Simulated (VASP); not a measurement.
Here is a VASP 6.6.1 calculation.

INCAR

```
PREC = Accurate
ENCUT = 520
EDIFF = 1E-6
ISMEAR = 0
SIGMA = 0.05
LREAL = F
LASPH = T
NELM = 80
ALGO = Normal
ISIF = 2
LWAVE = F
LCHARG = F
GGA = CA
NBANDS = 12
```

KPOINTS

```
regular mesh
0
Gamma
  15 15 15
```

File POSCAR:

```
Cu
1.0
   -1.4427933200      1.4427933200      1.3760814500
    1.4427933200     -1.4427933200      1.3760814500
    1.4427933200      1.4427933200     -1.3760814500
Cu
1
Direct
    0.0000000000      0.0000000000      0.0000000000
```

Potentials or basis: VASP PAW LDA potentials, release 64 (Cu).

The run is started by

```sh
$ cat potpaw_LDA.64/Cu/POTCAR > POTCAR
$ mpirun -np 1 vasp_std > vasp.out
```

Task: Estimate the pressure.

Result: -6.9 GPa.

Stress tensor (GPa, compression positive):
```
-6.66  0.00  0.00
 0.00 -6.66  0.00
 0.00  0.00 -7.47
```
